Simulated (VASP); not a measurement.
# TaSi (CsCl type) (Pm-3m) in VASP: notebook

Runs on TaSi (CsCl type). Level: PBE. Tasks: relaxation of cell and atoms.

Everything below comes from runs of VASP 6.6.1. Logs are shortened: lines on timing, memory, paths and dates and some standing lists are left out, and cuts for length are marked.

## Step 1: The cell of the first run

The structure is cubic, space group Pm-3m (No. 221). Conventional cell: a = 3.158 Å, b = 3.158 Å, c = 3.158 Å, α = 90.00°, β = 90.00°, γ = 90.00°. Ta (site symmetry m-3m) has 8 Si at 2.73 Å and 6 Ta at 3.16 Å within 3.6 Å. Si (site symmetry m-3m) has 8 Ta at 2.73 Å and 6 Si at 3.16 Å within 3.6 Å.

## Step 2: Relaxation of cell and atoms, PBE, target pressure -0.95 GPa, at which the enthalpy is minimised

INCAR reads:

```
SYSTEM = TaSi
PREC = Accurate ; ENCUT = 600
EDIFF = 1E-6 ; ISMEAR = -1
SIGMA = 0.05 ; LREAL = .False.
LASPH = .True. ; NELM = 80
ALGO = Normal ; ISIF = 3
LWAVE = .False. ; LCHARG = .False.
GGA = PE ; IBRION = 2
NSW = 32 ; EDIFFG = -0.005
PSTRESS = -9.5
```

KPOINTS reads:

```
regular mesh
0
Gamma
  13 13 13
  0 0 0
```

POSCAR reads:

```
TaSi
1.0
    3.1579672874      0.0000000000      0.0000000000
    0.0000000000      3.1579672874      0.0000000000
    0.0000000000      0.0000000000      3.1579672874
Ta Si
1 1
Direct
    0.0000000000      0.0000000000      0.0000000000
    0.5000000000      0.5000000000      0.5000000000
```

Potentials or basis: VASP PAW PBE potentials, release 64 (Ta_pv, Si).

On the command line:

```sh
cat potpaw_PBE.64/Ta_pv/POTCAR potpaw_PBE.64/Si/POTCAR > POTCAR
mpirun -np 1 vasp_std > vasp.out
```

OUTCAR:

```text
SYSTEM = TaSi
   PREC = Accurate
   ENCUT = 600
   EDIFF = 1E-6
   ISMEAR = -1
   LREAL = .False.
   LASPH = .True.
   NELM = 80
   ISIF = 3
   GGA = PE
   IBRION = 2
   NSW = 32
   EDIFFG = -0.005
   PSTRESS = -9.5

 ion  position               nearest neighbor table
   1  0.000  0.000  0.000-   2 2.73   2 2.73   2 2.73   2 2.73   2 2.73   2 2.73   2 2.73   2 2.73

   2  0.500  0.500  0.500-   1 2.73   1 2.73   1 2.73   1 2.73   1 2.73   1 2.73   1 2.73   1 2.73

  LATTYP: Found a simple cubic cell.
 ALAT       =     3.1579672874

  Lattice vectors:

 A1 = (   3.1579672874,   0.0000000000,   0.0000000000)
 A2 = (   0.0000000000,   3.1579672874,   0.0000000000)
 A3 = (   0.0000000000,   0.0000000000,   3.1579672874)

Analysis of symmetry for initial positions (statically):
=====================================================================
 Subroutine PRICEL returns:
 Original cell was already a primitive cell.

 Routine SETGRP: Setting up the symmetry group for a
 simple cubic supercell.

 Subroutine GETGRP returns: Found 48 space group operations
 (whereof 48 operations were pure point group operations)
 out of a pool of 48 trial point group operations.

The static configuration has the point symmetry O_h .

Analysis of symmetry for dynamics (positions and initial velocities):
=====================================================================
 Subroutine PRICEL returns:
 Original cell was already a primitive cell.

 Routine SETGRP: Setting up the symmetry group for a
 simple cubic supercell.

 Subroutine GETGRP returns: Found 48 space group operations
 (whereof 48 operations were pure point group operations)
 out of a pool of 48 trial point group operations.

The dynamic configuration has the point symmetry O_h .

 Subroutine INISYM returns: Found 48 space group operations
 (whereof 48 operations are pure point group operations),
 and found     1 'primitive' translations

----------------------------------------------------------------------------------------

                                     Primitive cell

  volume of cell :      31.4936

  direct lattice vectors                    reciprocal lattice vectors
     3.157967287  0.000000000  0.000000000     0.316659392  0.000000000  0.000000000
     0.000000000  3.157967287  0.000000000     0.000000000  0.316659392  0.000000000
     0.000000000  0.000000000  3.157967287     0.000000000  0.000000000  0.316659392

  length of vectors
[... 99 lines left out ...]
   IALGO  =     38    algorithm
   IMIX   =      4    mixing-type and parameters
     AMIX     =   0.40;   BMIX     =  1.00
     AMIX_MAG =   1.60;   BMIX_MAG =  1.00
  volume/ion in A,a.u.               =      15.75       106.26
  Fermi-wavevector in a.u.,A,eV,Ry     =   1.278491  2.415997 22.239251  1.634539
  Thomas-Fermi vector in A             =   2.411031
   LORBIT       =      0    0 simple, 1 ext, 2 COOP (PROOUT), +10 PAW based schemes
   GGA     = PE    functional components
   LHFCALC =     F    Hartree Fock is set to
   AEXX    =    0.0000 exact exchange contribution
   IVDW    =     0    specifies the selected vdW correction
   LEPSILON=     F    determine dielectric tensor
   LRPA    =     F    only Hartree local field effects (RPA)
 conjugate gradient relaxation of ions
 non-spin polarized calculation
  energy-cutoff  :      600.00
  volume of cell :       31.49
 maximum number of plane-waves:      1069
 NGX is ok and might be reduce to    28
   NGX = 13   NGY = 13   NGZ = 13

--------------------------------------- Ionic step        1  -------------------------------------------

 number of electron      14.9999999 magnetization

 Free energy of the ion-electron system (eV)
  ---------------------------------------------------
  ext. energy  EPLUGINS =         0.00000000
  ---------------------------------------------------
  free energy    TOTEN  =       -17.39610672 eV

  energy without entropy =      -17.38137618  energy(sigma->0) =      -17.38874145

------------------------ aborting loop because EDIFF is reached ----------------------------------------

  FORCE on cell =-STRESS in cart. coord.  units (eV):
  Direction    XX          YY          ZZ          XY          YZ          ZX
  --------------------------------------------------------------------------------------
  -------------------------------------------------------------------------------------
  Total       -0.1577681     -0.1577681     -0.1577681     -0.0000000      0.0000000     -0.0000000
  in kB       -8.0261428     -8.0261428     -8.0261428     -0.0000000      0.0000000     -0.0000000
  external PRESSURE =       1.4738572 kB  Pullay stress =      -9.5000000 kB
[... 63 lines left out ...]
--------------------------------------- Ionic step        3  -------------------------------------------

 number of electron      14.9999999 magnetization

 Free energy of the ion-electron system (eV)
  ---------------------------------------------------
  ext. energy  EPLUGINS =         0.00000000
  ---------------------------------------------------
  free energy    TOTEN  =       -17.39596242 eV

  energy without entropy =      -17.38120221  energy(sigma->0) =      -17.38858231

 E-fermi :   7.9578     XC(G=0): -12.1205

 val. band max:        7.9558806746   @ k =   0.2308   0.1538   0.0769
 cond. band min:       7.9725145976   @ k =   0.4615   0.3077   0.0769
 fundamental gap:      0.0166339229
 Fermi energy:         7.9577605202

 k-point     1 :       0.0000    0.0000    0.0000
  band No.  band energies     occupation
      1     -26.1190      2.00000
      2     -26.1190      2.00000
      3     -26.1190      2.00000
      4      -3.8869      2.00000
      5       5.2276      2.00000
      6       5.2276      2.00000
      7      10.2106      0.00000
      8      10.2106      0.00000
      9      10.2106      0.00000
     10      10.7367      0.00000
     11      10.7367      0.00000
[... 309 lines left out ...]
 k-point    24 :       0.3846    0.3077    0.0000
  band No.  band energies     occupation
      1     -26.3912      2.00000
      2     -26.3172      2.00000
      3     -26.0704      2.00000
      4      -0.6193      2.00000
      5       2.9717      2.00000
      6       4.9654      2.00000
      7       6.9954      2.00000
      8       7.9302      1.26889
      9       9.0441      0.00000
     10      12.1761      0.00000
     11      12.6052      0.00000

 [... further k-points ...]

------------------------ aborting loop because EDIFF is reached ----------------------------------------

  FORCE on cell =-STRESS in cart. coord.  units (eV):
  Direction    XX          YY          ZZ          XY          YZ          ZX
  --------------------------------------------------------------------------------------
  -------------------------------------------------------------------------------------
  Total       -0.1873623     -0.1873623     -0.1873623      0.0000000      0.0000000      0.0000000
  in kB       -9.5238039     -9.5238039     -9.5238039      0.0000000      0.0000000      0.0000000
  external PRESSURE =      -0.0238039 kB  Pullay stress =      -9.5000000 kB
[... 21 lines left out ...]
  energy  without entropy=      -17.3812022083  energy(sigma->0) =      -17.38858231

  enthalpy is  TOTEN    =       -17.5828564203 eV   P V=       -0.1868940013

 reached required accuracy - stopping structural energy minimisation
```

OSZICAR:

```text
N       E                     dE             d eps       ncg     rms          rms(c)
DAV:   1     0.755075609918E+02    0.75508E+02   -0.85034E+03  1848   0.139E+03
DAV:   2    -0.157867590680E+02   -0.91294E+02   -0.88489E+02  2070   0.299E+02
DAV:   3    -0.182405860137E+02   -0.24538E+01   -0.22542E+01  2430   0.413E+01
DAV:   4    -0.182833848063E+02   -0.42799E-01   -0.42327E-01  2227   0.464E+00
[... 17 lines left out ...]
DAV:   1    -0.173960770920E+02   -0.38125E-03   -0.35838E-03  1977   0.783E-01    0.923E-02
DAV:   2    -0.173959768873E+02    0.10020E-03   -0.22683E-04  1990   0.159E-01    0.301E-02
DAV:   3    -0.173959631690E+02    0.13718E-04   -0.28867E-05  2375   0.588E-02    0.818E-03
DAV:   4    -0.173959619856E+02    0.11834E-05   -0.53885E-06  1953   0.210E-02    0.373E-03
DAV:   5    -0.173959624189E+02   -0.43333E-06   -0.33100E-07   975   0.642E-03
   3 F= -.17582856E+02 E0= -.17575476E+02  d E =-.103265E-04
```

CONTCAR:

```text
TaSi
   1.00000000000000
     3.1588386736754481   -0.0000000000000000   -0.0000000000000000
    -0.0000000000000000    3.1588386736754481   -0.0000000000000000
     0.0000000000000000    0.0000000000000000    3.1588386736754481
  Ta              Si
     1     1
Direct
     0.0000000000000000    0.0000000000000000    0.0000000000000000
     0.5000000000000000    0.5000000000000000    0.5000000000000000

  0.00000000E+00  0.00000000E+00  0.00000000E+00
  0.00000000E+00  0.00000000E+00  0.00000000E+00
```

It took 29 s on 1 thread of Intel Xeon Platinum 8559C (Emerald Rapids), shared host; peak memory 0.19 GiB.

Results:

| Item | Value |
| --- | --- |
| Free energy | -17.3960 eV |
| Relaxed volume | 15.76 Å³/atom |
| Relaxed cell | a = 3.159 Å, b = 3.159 Å, c = 3.159 Å, α = 90.00°, β = 90.00°, γ = 90.00° |
| Space group after relaxing (to 0.05 Å) | Pm-3m (No. 221) |
| Energy change on relaxing (the enthalpy is what falls) | +0.1 meV/atom |
| Ionic steps | 3 |
| Pressure after relaxing | -1.0 GPa |

Step by step:
```csv
step,energy change (eV),largest force (eV/Å),pressure (GPa),volume (Å³)
1,0.0000,0.0000,-0.80,31.49
2,0.0004,0.0000,-1.18,31.56
3,0.0001,0.0000,-0.95,31.52
```

Final structure:
```xyz
2
Lattice="3.1588 0.0000 0.0000 0.0000 3.1588 0.0000 0.0000 0.0000 3.1588" Properties=species:S:1:pos:R:3 pbc="T T T"
Ta    0.0000    0.0000    0.0000
Si    1.5794    1.5794    1.5794
```

Caveat: the cell is relaxed towards a set pressure, so the enthalpy falls and the energy may rise; spin-orbit coupling is left out, which moves the levels of the heavy elements.

## Step 3: Relaxation of cell and atoms, PBE, target pressure -0.95 GPa, at which the enthalpy is minimised

This run uses another cell than the first one, of 15.96 Å³/atom, 1.013 times its volume.

INCAR reads:

```
ALGO = Normal
EDIFF = 1E-6
EDIFFG = -0.005
ENCUT = 600
GGA = PE
IBRION = 2
ISIF = 3
ISMEAR = -1
LASPH = T
LCHARG = F
LREAL = F
LWAVE = F
NELM = 100
NSW = 60
PREC = Accurate
PSTRESS = -9.5
SIGMA = 0.05
```

KPOINTS reads:

```
k-points
0
Gamma
  13 13 13
```

POSCAR reads:

```
TaSi
1.0
    3.1719792408      0.0000000000      0.0000000000
    0.0000000000      3.1719792408      0.0000000000
    0.0000000000      0.0000000000      3.1719792408
Ta Si
1 1
Direct
    0.0000000000      0.0000000000      0.0000000000
    0.5000000000      0.5000000000      0.5000000000
```

Potentials or basis: VASP PAW PBE potentials, release 64 (Ta_pv, Si).

On the command line:

```sh
cat potpaw_PBE.64/Ta_pv/POTCAR potpaw_PBE.64/Si/POTCAR > POTCAR
mpirun -np 1 vasp_std > vasp.out
```

It took 34 s on 1 thread of Intel Xeon Platinum 8559C (Emerald Rapids), shared host; peak memory 0.19 GiB.

Results (log left out):

* Free energy: -17.3960 eV
* Relaxed volume: 15.76 Å³/atom
* Relaxed cell: a = 3.159 Å, b = 3.159 Å, c = 3.159 Å, α = 90.00°, β = 90.00°, γ = 90.00°
* Space group after relaxing (to 0.05 Å): Pm-3m (No. 221)
* Energy change on relaxing (the enthalpy is what falls): -2.5 meV/atom
* Ionic steps: 3
* Pressure after relaxing: -0.9 GPa

The path:
| step | energy change (eV) | largest force (eV/Å) | pressure (GPa) | volume (Å³) |
| --- | --- | --- | --- | --- |
| 1 | 0.0000 | 0.0000 | -3.11 | 31.91 |
| 2 | -0.0022 | 0.0000 | 2.56 | 30.93 |
| 3 | -0.0051 | 0.0000 | -0.95 | 31.52 |

Final structure:
```cif
data_structure
_symmetry_space_group_name_H-M 'P 1'
_symmetry_Int_Tables_number 1
_cell_length_a 3.1588
_cell_length_b 3.1588
_cell_length_c 3.1588
_cell_angle_alpha 90.000
_cell_angle_beta 90.000
_cell_angle_gamma 90.000
_cell_volume 31.52
loop_
_atom_site_label
_atom_site_type_symbol
_atom_site_fract_x
_atom_site_fract_y
_atom_site_fract_z
_atom_site_occupancy
Ta1 Ta 0.00000 0.00000 0.00000 1
Si1 Si 0.50000 0.50000 0.50000 1
```

Levels at points of the mesh, in eV from the Fermi level:
| k point | band 5 | band 6 | band 7 | band 8 | band 9 | band 10 |
| --- | --- | --- | --- | --- | --- | --- |
| (0.00, 0.00, 0.00) | -2.73 | -2.73 | 2.25 | 2.25 | 2.25 | 2.78 |

Caveat: the cell is relaxed towards a set pressure, so the enthalpy falls and the energy may rise; spin-orbit coupling is left out, which moves the levels of the heavy elements.
